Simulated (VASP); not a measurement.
## GaP: single point with LDA

The system is GaP.

```
Ga P
1.0
     1.89727    1.09539    6.30049
    -1.89727    1.09539    6.30049
     0.00000   -2.19077    6.30049
Ga P
2 2
Cartesian
  0.0000 0.0000 8.2406
  0.0000 0.0000 10.6608
  0.0000 0.0000 1.0969
  0.0000 0.0000 17.8045
```

```
Program                : VASP 6.6.1
Task                   : single point
Functional             : LDA
Potentials or basis    : VASP PAW LDA potentials, release 64 (Ga_d, P)
Cutoff                 : 520 eV
k mesh                 : 9 × 9 × 9
Occupations            : gaussian, width 0.05 eV
Spin                   : no spin polarisation
Dipole correction      : no
Further INCAR settings : ALGO = Normal; EDIFF = 1e-06; NBANDS = 26
```

* Pressure: 0.1 GPa
* Largest force: 0.039 eV/Å
* Band gap on the k mesh: 0.75 eV (least direct gap 1.16 eV)

Forces in eV/Å, atoms in the order of the input:
```
Ga   0.000  0.000 -0.007
Ga   0.000  0.000  0.007
P    0.000  0.000 -0.039
P    0.000  0.000  0.039
```

Stress tensor (GPa, compression positive):
```
 0.15  0.00  0.00
 0.00  0.15  0.00
 0.00  0.00 -0.02
```

Levels at points of the mesh, in eV from the valence-band top:
```csv
k point,band 15,band 16,band 17,band 18,band 19,band 20,band 21,band 22
"(0.00, 0.00, 0.00)",-1.84,-0.24,0.00,0.00,1.16,1.86,2.72,3.62
```

It took 16 min on 1 thread of AMD EPYC 7R43 64-Core Processor (Zen 3), on a shared host, peak memory 0.32 GiB.

Caveat: an odd mesh through Γ misses points on the zone boundary, where band edges can lie.
